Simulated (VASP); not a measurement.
Crystal: Be.

```xyz
1
Lattice="-1.2319 1.2319 1.2319 1.2319 -1.2319 1.2319 1.2319 1.2319 -1.2319" Properties=species:S:1:pos:R:3 pbc="T T T"
Be    0.0000    0.0000    0.0000
```

This isn't the form of Be at room conditions, which is hcp.

| Property | Result |
| --- | --- |
| Program | VASP 6.6.1 |
| Task | relaxation of cell and atoms |
| Functional | SCAN |
| Potentials or basis | VASP PAW PBE potentials, release 64 (Be) |
| Cutoff | 380 eV |
| k mesh | 17 × 17 × 17 |
| Occupations | methfessel-paxton, width 0.1 eV |
| Spin | no spin polarisation |

At the start: pressure 5.6 GPa; volume 7.48 Å³/atom.

How do energy, volume and symmetry change on relaxing?

Over 4 steps the energy falls by 5.9 meV/atom and the volume is 7.80 Å³/atom (+4.3 %); space group Im-3m (No. 229, to 0.1 Å) before and after.

The path:
```csv
step,energy change (eV),largest force (eV/Å),pressure (GPa),volume (Å³)
1,0.0000,0.0000,5.63,7.48
2,-0.0056,0.0000,0.58,7.77
3,-0.0056,0.0000,0.03,7.80
4,-0.0059,0.0000,0.03,7.80
```

Final structure:
```cif
data_structure
_symmetry_space_group_name_H-M 'P 1'
_symmetry_Int_Tables_number 1
_cell_length_a 2.1638
_cell_length_b 2.1638
_cell_length_c 2.1638
_cell_angle_alpha 109.471
_cell_angle_beta 109.471
_cell_angle_gamma 109.471
_cell_volume 7.80
loop_
_atom_site_label
_atom_site_type_symbol
_atom_site_fract_x
_atom_site_fract_y
_atom_site_fract_z
_atom_site_occupancy
Be1 Be 0.00000 0.00000 0.00000 1
```

Where two steps share one volume, the run began anew on that cell with a basis built for it.

Caveat: the PAW data sets were made with another functional, which shifts forces and pressure a little.
